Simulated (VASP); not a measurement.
The system is CoPdO2.

```
Co Pd O
1.0
     1.42250    0.82128    5.96000
    -1.42250    0.82128    5.96000
     0.00000   -1.64256    5.96000
Co Pd O
1 1 2
Direct
  0.50000 0.50000 0.50000
  0.00000 0.00000 0.00000
  0.11215 0.11215 0.11215
  0.88785 0.88785 0.88785
```

| Quantity | Value |
| --- | --- |
| Program | VASP 6.6.1 |
| Task | relaxation of cell and atoms |
| Functional | PBEsol |
| Potentials or basis | VASP PAW PBE potentials, release 64 (Co, Pd, O) |
| Cutoff | 600 eV |
| k mesh | 9 × 9 × 9 |
| Occupations | gaussian, width 0.1 eV |
| Spin | no spin polarisation |

At the start: pressure -8.6 GPa; volume 10.44 Å³/atom.

Question: How do energy, volume and symmetry change on relaxing?

Answer: Over 3 steps the energy falls by 11.0 meV/atom and the volume is 10.07 Å³/atom (-3.6 %); space group R-3m (No. 166, to 0.05 Å).

Step by step:
```tsv
step	energy change (eV)	largest force (eV/Å)	pressure (GPa)	volume (Å³)
1	0.0000	0.2509	-8.57	41.78
2	0.0289	0.3096	12.93	38.49
3	-0.0439	0.0257	-0.19	40.29
```

Final structure:
```
Co Pd O
1.0
     1.40717    0.81243    5.87368
    -1.40717    0.81243    5.87368
     0.00000   -1.62486    5.87368
Co Pd O
1 1 2
Direct
  0.50000 0.50000 0.50000
  0.00000 0.00000 0.00000
  0.11244 0.11244 0.11244
  0.88756 0.88756 0.88756
```

Caveat: the PAW data sets were made with another functional, which shifts forces and pressure a little; an odd number of electrons without spin polarisation forces a metal; a magnetic or distorted state may lie lower; the run has no spin polarisation, though such a crystal can be magnetic; the relaxation stopped at a loose force limit of 0.05 eV/Å, so its end isn't a converged minimum.
